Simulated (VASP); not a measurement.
# NaI (Fm-3m) in VASP: notebook, part 2 of 2

VASP 6.6.1. Earlier steps stand in the parts before.

## 3. Single point, LDA (volume scaled by 0.99)

The input, INCAR:

```
PREC = Accurate
ENCUT = 520
EDIFF = 1E-6
ISMEAR = -1
SIGMA = 0.02
LREAL = F
LASPH = T
NELM = 100
ALGO = Normal
ISIF = 2
LWAVE = F
LCHARG = F
NBANDS = 14
```

The input, KPOINTS:

```
Automatic mesh
0
Gamma
  8 8 8
```

The input, POSCAR:

```
NaI
1.0
    0.0000000000      3.2255758389      3.2255758389
    3.2255758389      0.0000000000      3.2255758389
    3.2255758389      3.2255758389      0.0000000000
Na I
1 1
Direct
    0.0000000000      0.0000000000      0.0000000000
    0.5000000000      0.5000000000      0.5000000000
```

Potentials or basis: VASP PAW LDA potentials, release 64 (Na_pv, I).

The run is started by

```console
$ cat potpaw_LDA.64/Na_pv/POTCAR potpaw_LDA.64/I/POTCAR > POTCAR
$ mpirun -np 1 vasp_std > vasp.out
```

OUTCAR:

```text
PREC = Accurate
   ENCUT = 520
   EDIFF = 1E-6
   ISMEAR = -1
   LREAL = F
   LASPH = T
   NELM = 100
   ISIF = 2

 ion  position               nearest neighbor table
   1  0.000  0.000  0.000-
   2  0.500  0.500  0.500-

  LATTYP: Found a face centered cubic cell.
 ALAT       =     6.4511516778

  Lattice vectors:

 A1 = (   0.0000000000,   3.2255758389,   3.2255758389)
 A2 = (   3.2255758389,   0.0000000000,   3.2255758389)
 A3 = (   3.2255758389,   3.2255758389,   0.0000000000)

Analysis of symmetry for initial positions (statically):
=====================================================================
 Subroutine PRICEL returns:
 Original cell was already a primitive cell.

 Routine SETGRP: Setting up the symmetry group for a
 face centered cubic supercell.

 Subroutine GETGRP returns: Found 48 space group operations
 (whereof 48 operations were pure point group operations)
 out of a pool of 48 trial point group operations.

The static configuration has the point symmetry O_h .

Analysis of symmetry for dynamics (positions and initial velocities):
=====================================================================
 Subroutine PRICEL returns:
 Original cell was already a primitive cell.

 Routine SETGRP: Setting up the symmetry group for a
 face centered cubic supercell.

 Subroutine GETGRP returns: Found 48 space group operations
 (whereof 48 operations were pure point group operations)
 out of a pool of 48 trial point group operations.

The dynamic configuration has the point symmetry O_h .

 Subroutine INISYM returns: Found 48 space group operations
 (whereof 48 operations are pure point group operations),
 and found     1 'primitive' translations

----------------------------------------------------------------------------------------

                                     Primitive cell

  volume of cell :      67.1200

  direct lattice vectors                    reciprocal lattice vectors
     0.000000000  3.225575839  3.225575839    -0.155011082  0.155011082  0.155011082
     3.225575839  0.000000000  3.225575839     0.155011082 -0.155011082  0.155011082
     3.225575839  3.225575839  0.000000000     0.155011082  0.155011082 -0.155011082

  length of vectors
     4.561653098  4.561653098  4.561653098     0.268487069  0.268487069  0.268487069

  position of ions in fractional coordinates (direct lattice)
     0.000000000  0.000000000  0.000000000
     0.500000000  0.500000000  0.500000000

  ion indices of the primitive-cell ions
   primitive index   ion index
                 1           1
                 2           2

----------------------------------------------------------------------------------------

 KPOINTS: Automatic mesh

Automatic generation of k-mesh.
 Grid dimensions read from file:
 generate k-points for:    8    8    8

 Generating k-lattice:

  Cartesian coordinates                     Fractional coordinates (reciprocal lattice)
    -0.019376385  0.019376385  0.019376385     0.125000000  0.000000000  0.000000000
     0.019376385 -0.019376385  0.019376385     0.000000000  0.125000000  0.000000000
     0.019376385  0.019376385 -0.019376385     0.000000000  0.000000000  0.125000000

  Length of vectors
     0.033560884  0.033560884  0.033560884

  Shift w.r.t. Gamma in fractional coordinates (k-lattice)
     0.000000000  0.000000000  0.000000000

 Subroutine IBZKPT returns following result:
 ===========================================

 Found     29 irreducible k-points:

 Following reciprocal coordinates:
            Coordinates               Weight
  0.000000  0.000000  0.000000      1.000000
  0.125000  0.000000  0.000000      8.000000
  0.250000  0.000000  0.000000      8.000000
  0.375000  0.000000  0.000000      8.000000
  0.500000  0.000000  0.000000      4.000000
  0.125000  0.125000  0.000000      6.000000
[... 16 lines left out ...]
  0.500000  0.250000  0.125000     48.000000
 -0.375000  0.250000  0.125000     24.000000
 [... further k-points ...]
   k-points           NKPTS =     29   k-points in BZ     NKDIM =     29   number of bands    NBANDS=     14
   number of dos      NEDOS =    301   number of ions     NIONS =      2
   total plane-waves  NPLWV =  46656
   dimension x,y,z NGX =    36 NGY =   36 NGZ =   36
   dimension x,y,z NGXF=    72 NGYF=   72 NGZF=   72
   ions per type =               1   1
   NGX,Y,Z   is equivalent  to a cutoff of  13.12, 13.12, 13.12 a.u.
   NGXF,Y,Z  is equivalent  to a cutoff of  26.24, 26.24, 26.24 a.u.
 SYSTEM =  unknown system
   PREC   = accura    normal or accurate (medium, high low for compatibility)
   ISTART =      0    job   : 0-new  1-cont  2-samecut
   ICHARG =      2    charge: 1-file 2-atom 10-const
   ISPIN  =      1    spin polarized calculation?
   LNONCOLLINEAR =      F non collinear calculations
   LSORBIT =      F    spin-orbit coupling
   LASPH  =      T    aspherical Exc in radial PAW
   ENCUT  =  520.0 eV  38.22 Ry    6.18 a.u.   8.48  8.48  8.48*2*pi/ulx,y,z
   NELM   =    100;   NELMIN=  2; NELMDL= -5     # of ELM steps
   EDIFF  = 0.1E-05   stopping-criterion for ELM
   LREAL  =      F    real-space projection
   EDIFFG = 0.1E-04   stopping-criterion for IOM
   NSW    =      0    number of steps for IOM
   IBRION =     -1    ionic relax: 0-MD 1-quasi-New 2-CG
   NFREE  =      0    steps in history (QN), initial steepest desc. (CG)
   ISIF   =      2    stress and relaxation
   ISYM   =      2    0-nonsym 1-usesym 2-fastsym
   POTIM  = 0.5000    time-step for ionic-motion
   TEBEG  =    0.0;   TEEND  =   0.0 temperature during run
   PSTRESS=    0.0 pullay stress
   NELECT =      14.0000    total number of electrons
   NUPDOWN=      -1.0000    fix difference up-down
   EMIN   =  10.00;   EMAX   =-10.00  energy-range for DOS
   EFERMI =   0.00;   METHOD = LEGACY
   ISMEAR =    -1;   SIGMA  =   0.02  broadening in eV -4-tet -1-fermi 0-gaus
   EFERMI_NEDOS =   21; number of points for ismear=-14 and -15
   IALGO  =     38    algorithm
   IMIX   =      4    mixing-type and parameters
     AMIX     =   0.40;   BMIX     =  1.00
     AMIX_MAG =   1.60;   BMIX_MAG =  1.00
  volume/ion in A,a.u.               =      33.56       226.47
  Fermi-wavevector in a.u.,A,eV,Ry     =   0.970883  1.834703 12.825041  0.942614
  Thomas-Fermi vector in A             =   2.101055
   LORBIT       =      0    0 simple, 1 ext, 2 COOP (PROOUT), +10 PAW based schemes
   GGA     = CA    functional components
   LHFCALC =     F    Hartree Fock is set to
   AEXX    =    0.0000 exact exchange contribution
   IVDW    =     0    specifies the selected vdW correction
   LEPSILON=     F    determine dielectric tensor
   LRPA    =     F    only Hartree local field effects (RPA)
 non-spin polarized calculation
  energy-cutoff  :      520.00
  volume of cell :       67.12
 maximum number of plane-waves:      1832
 NGX is ok and might be reduce to    36
   NGX = 17   NGY = 17   NGZ = 17

 number of electron      14.0000004 magnetization

 Free energy of the ion-electron system (eV)
  ---------------------------------------------------
  ext. energy  EPLUGINS =         0.00000000
  ---------------------------------------------------
  free energy    TOTEN  =        -5.98844151 eV

  energy without entropy =       -5.98844151  energy(sigma->0) =       -5.98844151

 E-fermi :   1.1276     XC(G=0):  -8.1402

 val. band max:        0.6896295646   @ k =   0.0000   0.0000   0.0000
 cond. band min:       4.0615006449   @ k =   0.0000   0.0000   0.0000
 fundamental gap:      3.3718710803
 Fermi energy:         1.1276057042

 k-point     1 :       0.0000    0.0000    0.0000
  band No.  band energies     occupation
      1     -21.6870      2.00000
      2     -21.6870      2.00000
      3     -21.6870      2.00000
      4     -10.4199      2.00000
      5       0.6896      2.00000
      6       0.6896      2.00000
      7       0.6896      2.00000
      8       4.0615      0.00000
      9       8.4874      0.00000
     10       8.4874      0.00000
     11       8.4874      0.00000
     12      10.3726      0.00000
     13      10.3726      0.00000
     14      10.8906      0.00000
[... 375 lines left out ...]
 k-point    24 :      -0.3750    0.2500    0.1250
  band No.  band energies     occupation
      1     -21.6918      2.00000
      2     -21.6888      2.00000
      3     -21.6879      2.00000
      4     -10.0494      2.00000
      5      -1.3087      2.00000
      6      -0.2690      2.00000
      7       0.1806      2.00000
      8       6.6277      0.00000
      9       6.8036      0.00000
     10       8.8054      0.00000
     11       8.8154      0.00000
     12      11.0254      0.00000
     13      11.9456      0.00000
     14      13.2225      0.00000

 [... further k-points ...]
[... 5 lines left out ...]
  --------------------------------------------------------------------------------------
  -------------------------------------------------------------------------------------
  Total       -0.6226286     -0.6226286     -0.6226286      0.0000000      0.0000000      0.0000000
  in kB      -14.8623631    -14.8623631    -14.8623631      0.0000000      0.0000000      0.0000000
  external PRESSURE =     -14.8623631 kB  Pullay stress =       0.0000000 kB

 VOLUME and BASIS-vectors are now :
 -----------------------------------------------------------------------------
  energy-cutoff  :      520.00
  volume of cell :       67.12
      direct lattice vectors                 reciprocal lattice vectors
     0.000000000  3.225575839  3.225575839    -0.155011082  0.155011082  0.155011082
     3.225575839  0.000000000  3.225575839     0.155011082 -0.155011082  0.155011082
     3.225575839  3.225575839  0.000000000     0.155011082  0.155011082 -0.155011082

 POSITION                                       TOTAL-FORCE (eV/Angst)
 -----------------------------------------------------------------------------------
      0.00000      0.00000      0.00000        -0.000000     -0.000000     -0.000000
      3.22558      3.22558      3.22558         0.000000      0.000000      0.000000
 -----------------------------------------------------------------------------------
    total drift:                                0.000000      0.000000      0.000000

  FREE ENERGIE OF THE ION-ELECTRON SYSTEM (eV)
  ---------------------------------------------------
  free  energy   TOTEN  =        -5.9884415142 eV

  energy  without entropy=       -5.9884415142  energy(sigma->0) =       -5.98844151
```

OSZICAR:

```text
N       E                     dE             d eps       ncg     rms          rms(c)
DAV:   1     0.847700945849E+02    0.84770E+02   -0.65659E+03   812   0.882E+02
DAV:   2     0.189531753497E+00   -0.84581E+02   -0.79060E+02   856   0.222E+02
DAV:   3    -0.591641610047E+01   -0.61059E+01   -0.60664E+01  1070   0.582E+01
DAV:   4    -0.606205372027E+01   -0.14564E+00   -0.14560E+00   996   0.937E+00
DAV:   5    -0.606484430237E+01   -0.27906E-02   -0.27905E-02  1100   0.125E+00    0.163E+00
DAV:   6    -0.600321669686E+01    0.61628E-01   -0.60144E-02   968   0.160E+00    0.105E+00
DAV:   7    -0.598893250834E+01    0.14284E-01   -0.44583E-02  1058   0.116E+00    0.495E-01
DAV:   8    -0.598849996203E+01    0.43255E-03   -0.30951E-03   962   0.470E-01    0.111E-01
DAV:   9    -0.598844224200E+01    0.57720E-04   -0.15709E-04   992   0.120E-01    0.322E-02
DAV:  10    -0.598844168822E+01    0.55378E-06   -0.20344E-05  1138   0.488E-02    0.631E-03
DAV:  11    -0.598844151418E+01    0.17404E-06   -0.11125E-06   776   0.132E-02
   1 F= -.59884415E+01 E0= -.59884415E+01  d E =-.295575E-11
```

Run time: 13 s. Hardware: 1 thread of Intel Xeon Platinum 8488C (Sapphire Rapids), shared host; peak memory 0.18 GiB.

Results:

```yaml
Free_energy: -5.9884 eV
Pressure: -1.5 GPa
Band_gap_on_the_k_mesh: 3.37 eV, direct
```

Levels at points of the mesh, in eV from the valence-band top:
```csv
k point,band 5,band 6,band 7,band 8,band 9,band 10
"(0.00, 0.00, 0.00)",0.00,0.00,0.00,3.37,7.80,7.80
"(0.50, 0.00, 0.00)",-2.28,-0.29,-0.29,4.86,7.29,7.29
"(0.50, 0.50, 0.00)",-1.99,-0.78,-0.78,4.27,5.36,9.68
```

Caveat: spin-orbit coupling is left out, which moves the levels of the heavy elements.

## 4. Single point, LDA (volume scaled by 1.02)

The input, INCAR:

```
PREC = Accurate
ENCUT = 520
EDIFF = 1E-6
ISMEAR = -1
SIGMA = 0.02
LREAL = False
LASPH = True
NELM = 60
ALGO = Normal
ISIF = 2
LWAVE = False
LCHARG = False
GGA = CA
NBANDS = 14
```

The input, KPOINTS:

```
regular mesh
0
Gamma
  8 8 8
```

The input, POSCAR:

```
NaI
1.0
    0.0000000000      3.2578337372      3.2578337372
    3.2578337372      0.0000000000      3.2578337372
    3.2578337372      3.2578337372      0.0000000000
Na I
1 1
Direct
    0.0000000000      0.0000000000      0.0000000000
    0.5000000000      0.5000000000      0.5000000000
```

The run is started by

```console
$ cat potpaw_LDA.64/Na_pv/POTCAR potpaw_LDA.64/I/POTCAR > POTCAR
$ mpirun -np 1 vasp_std > vasp.out
```

Wall time 18 s (1 thread of Intel Xeon Platinum 8488C (Sapphire Rapids), shared host); peak memory 0.18 GiB.

The run converged. Its results:

| Property | Result |
| --- | --- |
| Free energy | -5.9672 eV |
| Pressure | -1.8 GPa |
| Band gap on the k mesh | 3.29 eV, direct |

Levels at points of the mesh, in eV from the valence-band top:
| k point | band 5 | band 6 | band 7 | band 8 | band 9 | band 10 |
| --- | --- | --- | --- | --- | --- | --- |
| (0.00, 0.00, 0.00) | 0.00 | 0.00 | 0.00 | 3.29 | 7.79 | 7.79 |
| (0.50, 0.00, 0.00) | -2.18 | -0.28 | -0.28 | 4.85 | 7.26 | 7.26 |
| (0.50, 0.50, 0.00) | -1.89 | -0.74 | -0.74 | 4.25 | 5.41 | 9.49 |

Caveat: spin-orbit coupling is left out, which moves the levels of the heavy elements.

## 5. Single point, LDA (volume scaled by 1.06)

The input, INCAR:

```
SYSTEM = NaI
ALGO = Normal
EDIFF = 1E-7
ENCUT = 520
GGA = CA
ISIF = 2
ISMEAR = -1
LASPH = .True.
LCHARG = .True.
LELF = .True.
LREAL = .False.
LVHAR = .True.
LWAVE = .False.
NBANDS = 14
NELM = 80
PREC = Accurate
SIGMA = 0.02
```

The input, KPOINTS:

```
k-points
0
Gamma
  8 8 8
  0 0 0
```

The input, POSCAR:

```
NaI
1.0
    0.0000000000      3.2998749385      3.2998749385
    3.2998749385      0.0000000000      3.2998749385
    3.2998749385      3.2998749385      0.0000000000
Na I
1 1
Direct
    0.0000000000      0.0000000000      0.0000000000
    0.5000000000      0.5000000000      0.5000000000
```

The run is started by

```console
$ cat potpaw_LDA.64/Na_pv/POTCAR potpaw_LDA.64/I/POTCAR > POTCAR
$ mpirun -np 1 vasp_std > vasp.out
```

Wall time 23 s (1 thread of Intel Xeon Platinum 8488C (Sapphire Rapids), shared host); peak memory 0.18 GiB.

It converged, with:

```yaml
Free_energy: -5.9325 eV
Pressure: -2.2 GPa
Band_gap_on_the_k_mesh: 3.20 eV, direct
```

Levels at points of the mesh, in eV from the valence-band top:
| k point | band 3 | band 4 | band 5 | band 6 | band 7 | band 8 | band 9 | band 10 | band 11 | band 12 |
| --- | --- | --- | --- | --- | --- | --- | --- | --- | --- | --- |
| (0.00, 0.00, 0.00) | -22.46 | -10.94 | 0.00 | 0.00 | 0.00 | 3.20 | 7.79 | 7.79 | 7.79 | 9.57 |
| (0.50, 0.00, 0.00) | -22.46 | -10.68 | -2.05 | -0.25 | -0.25 | 4.84 | 7.22 | 7.22 | 8.06 | 9.90 |
| (0.50, 0.50, 0.00) | -22.46 | -10.61 | -1.77 | -0.69 | -0.69 | 4.22 | 5.47 | 9.25 | 10.67 | 10.67 |

Caveat: spin-orbit coupling is left out, which moves the levels of the heavy elements.

## 6. Overview

| cell | gap on the mesh (eV) | pressure (GPa) |
| --- | --- | --- |
| a = 4.515 Å, angles 60.0°, 2 atoms | 3.46 | -1.0 |
| a = 4.562 Å, angles 60.0°, 2 atoms | 3.37 | -1.5 |
| a = 4.607 Å, angles 60.0°, 2 atoms | 3.29 | -1.8 |
| a = 4.667 Å, angles 60.0°, 2 atoms | 3.20 | -2.2 |

Alike in all rows: task single point; level LDA; potentials or basis VASP PAW LDA potentials, release 64 (Na_pv, I); no spin polarisation; k mesh 8 × 8 × 8; cutoff (eV) 520; smearing fermi-dirac 0.02 eV.

Caveats: spin-orbit coupling is left out, which moves the levels of the heavy elements.

Total energies depend on the potentials used, so only differences within one code and one set of settings carry meaning.
